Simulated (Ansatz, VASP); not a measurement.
Two plane-wave programs on Os

```
CELL_PARAMETERS angstrom
0.24404 2.07436 2.07436
2.07436 0.24404 2.07436
2.07436 2.07436 0.24404
ATOMIC_POSITIONS crystal
Os 0.00000 0.00000 0.00000
```

Alike in both runs: task single point; functional PBEsol; k mesh 24 × 24 × 24; occupations gaussian, width 0.15 eV; no spin polarisation.

|  | VASP | Ansatz |
| --- | --- | --- |
| version | VASP 6.6.1 | Ansatz 0.2.0 |
| potentials or method | VASP PAW PBE potentials, release 64 (Os), cutoff 520 eV | scalar-relativistic, plane waves, PAW |
| valence electrons in the cell | 8 | 16 |

```tsv
	VASP	Ansatz	Ansatz less VASP
gap on the k mesh at the Fermi level (eV)	none	none	-
pressure (GPa)	-2.3	-2.7	-0.41
traceless stress, the component that is largest in VASP (GPa)	-29.35	-29.42	-0.070
```

VASP's potentials were made for PBE, not for PBEsol. A gap of «none» marks a metal or a gap that the smearing closes. VASP's potentials hold 8 valence electrons a cell and Ansatz's 16, so a difference there can come from the potentials and not from the codes.

Neither program's run includes spin-orbit coupling.
